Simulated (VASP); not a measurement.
# BeTe: relaxation of cell and atoms with BLYP

The system is BeTe.

```xyz
2
Lattice="0.0000 2.7700 2.7700 2.7700 0.0000 2.7700 2.7700 2.7700 0.0000" Properties=species:S:1:pos:R:3 pbc="T T T"
Te    4.1550    4.1550    4.1550
Be    0.0000    0.0000    0.0000
```

```
Program                : VASP 6.6.1
Task                   : relaxation of cell and atoms
Functional             : BLYP
Potentials or basis    : VASP PAW PBE potentials, release 64 (Te, Be)
Cutoff                 : 600 eV
k mesh                 : 8 × 8 × 8
Occupations            : fermi-dirac, width 0.05 eV
Spin                   : no spin polarisation
Dipole correction      : no
Further INCAR settings : ALGO = Normal; EDIFF = 1e-06; IBRION = 2; EDIFFG = -0.01; NSW = 80; ISIF = 3
```

The relaxed volume is 23.85 Å³/atom, the relaxed cell is a = 4.071 Å, b = 4.071 Å, c = 4.071 Å, α = 60.00°, β = 60.00°, γ = 60.00° and the space group after relaxing (to 0.05 Å) is F-43m (No. 216). The energy gained by relaxing is 54.9 meV/atom, the ionic steps are 3 and the pressure after relaxing is 0.0 GPa. The band gap on the k mesh is 2.37 eV, indirect (least direct gap 3.51 eV).

The path:
```csv
step,energy change (eV),largest force (eV/Å),pressure (GPa),volume (Å³)
1,0.0000,0.0000,7.44,42.51
2,-0.1056,0.0000,-1.15,48.88
3,-0.1098,0.0000,0.02,47.70
```

Final structure:
```
Te Be
1.0
     0.00000    2.87841    2.87841
     2.87841    0.00000    2.87841
     2.87841    2.87841    0.00000
Te Be
1 1
Direct
  0.75000 0.75000 0.75000
  0.00000 0.00000 0.00000
```

Levels at points of the mesh, in eV from the valence-band top:
| k point | band 2 | band 3 | band 4 | band 5 | band 6 | band 7 |
| --- | --- | --- | --- | --- | --- | --- |
| (0.00, 0.00, 0.00) | 0.00 | 0.00 | 0.00 | 3.51 | 3.76 | 3.76 |
| (0.50, 0.00, 0.00) | -5.02 | -1.01 | -1.01 | 3.04 | 4.74 | 4.74 |
| (0.50, 0.50, 0.00) | -4.69 | -2.36 | -2.36 | 2.37 | 2.91 | 9.30 |

Wall time 49 s on 1 thread of AMD EPYC 7R13 Processor (Zen 3), on a shared host, peak memory 0.16 GiB.

Caveat: the PAW data sets were made with another functional, which shifts forces and pressure a little; spin-orbit coupling is left out, which moves the levels of the heavy elements; the volume moved by +12 % from the deposited cell, more than functionals usually miss. A k mesh can miss the band edges.
